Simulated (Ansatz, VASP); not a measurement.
## One calculation of Ag, two programs

```xyz
1
Lattice="-1.5710 1.5710 1.5710 1.6041 -1.6041 1.6372 1.6041 1.6372 -1.6041" Properties=species:S:1:pos:R:3 pbc="T T T"
Ag    0.0000    0.0000    0.0000
```

Alike in both runs: task single point; functional PBE; k mesh 18 × 18 × 18; occupations gaussian, width 0.1 eV; no spin polarisation.

|  | VASP | Ansatz |
| --- | --- | --- |
| version | VASP 6.6.1 | Ansatz 0.2.0 |
| potentials or method | VASP PAW PBE potentials, release 64 (Ag), cutoff 520 eV | scalar-relativistic, plane waves, PAW |
| valence electrons in the cell | 11 | 19 |

|  | VASP | Ansatz | Ansatz less VASP |
| --- | --- | --- | --- |
| gap on the k mesh at the Fermi level (eV) | none | none | - |
| pressure (GPa) | 9.7 | 9.9 | +0.22 |
| traceless stress, the component that is largest in VASP (GPa) | -1.20 | -1.23 | -0.024 |

A gap of «none» marks a metal or a gap that the smearing closes. VASP's potentials hold 11 valence electrons a cell and Ansatz's 19, so a difference there can come from the potentials and not from the codes.
